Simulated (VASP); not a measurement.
## KAl3O: single point with PBE

KAl3O:

```xyz
5
Lattice="3.8009 0.0000 0.0000 0.0000 3.8009 0.0000 0.0000 0.0000 8.1327" Properties=species:S:1:pos:R:3 pbc="T T T"
K     1.9004    1.9004   -1.5264
Al    0.0000    1.9004    2.9348
Al    0.0000    0.0000    0.9549
Al    1.9004    0.0000    2.9348
O     0.0000    0.0000    7.4026
```

The cell was built from a structure type or drawn by symmetry, and may not be a known phase.

```yaml
Program: VASP 6.6.1
Task: single point
Functional: PBE
Potentials_or_basis: VASP PAW PBE potentials, release 64 (K_sv, Al, O_h)
Cutoff: 910 eV
k_mesh: 8 × 8 × 8
Occupations: gaussian, width 0.1 eV
Spin: no spin polarisation
```

The pressure is 0.0 GPa and the largest force is 0.040 eV/Å. The band gap on the k mesh is zero (bands 12 and 13 overlap by 1.47 eV).

Forces on the atoms (eV/Å):
```
K    0.000  0.000 -0.009
Al   0.000  0.000  0.001
Al   0.000  0.000  0.040
Al   0.000  0.000  0.001
O    0.000  0.000 -0.034
```

Stress tensor (GPa, compression positive):
```
-0.03  0.00  0.00
 0.00 -0.03  0.00
 0.00  0.00  0.06
```

Levels at points of the mesh, in eV from the Fermi level:
```csv
k point,band 10,band 11,band 12,band 13,band 14,band 15
"(0.00, 0.00, 0.00)",-2.09,0.08,0.08,0.61,1.86,2.30
"(0.50, 0.00, 0.00)",-2.20,-1.24,-0.92,1.83,2.86,2.87
"(0.50, 0.50, 0.00)",-2.99,-2.57,-2.57,0.52,0.52,1.19
"(0.00, 0.00, 0.50)",-2.09,0.07,0.07,1.66,1.89,2.29
"(0.50, 0.00, 0.50)",-2.20,-1.50,-0.81,1.82,2.84,2.96
"(0.50, 0.50, 0.50)",-2.97,-2.56,-2.56,0.62,0.62,0.95
```

It took 4.9 min on 1 thread of Intel(R) Xeon(R) Platinum 8488C (Sapphire Rapids) (shared host), peak memory 0.62 GiB.

Caveat: the cutoff is under 1.25 times the usual one of these potentials, so pressure, stress and relaxed cells hold a basis-set (Pulay) error.
